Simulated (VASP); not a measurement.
The system is Si3N4.

```
Si N
1.0
     4.13078    0.00000    0.00000
     0.00000    4.13078    0.00000
     0.00000    0.00000    4.13078
Si N
3 4
Direct
  0.00000 0.00000 0.50000
  0.50000 0.00000 0.00000
  0.00000 0.50000 0.00000
  0.23952 0.23952 0.76048
  0.76048 0.76048 0.76048
  0.23952 0.76048 0.23952
  0.76048 0.23952 0.23952
```

Program: VASP 6.6.1. Alike in all runs: task single point; no spin polarisation; cell as given; cutoff (eV) 520; smearing fermi-dirac 0.05 eV.

Order these runs on this cell by their band gap on the k mesh, lowest first.
A. level LDA; potentials or basis VASP PAW LDA potentials, release 64 (Si, N); k mesh 7 × 7 × 7
B. level r2SCAN; potentials or basis VASP PAW PBE potentials, release 64 (Si, N); k mesh 7 × 7 × 7
C. level PBE; potentials or basis VASP PAW PBE potentials, release 64 (Si, N); k mesh 3 × 3 × 3

A (2.61 eV), C (2.83 eV), B (3.29 eV).

Caveats: some runs use coarse meshes; an odd mesh through Γ misses points on the zone boundary, where band edges can lie; the cell stands under tension (at least some runs).
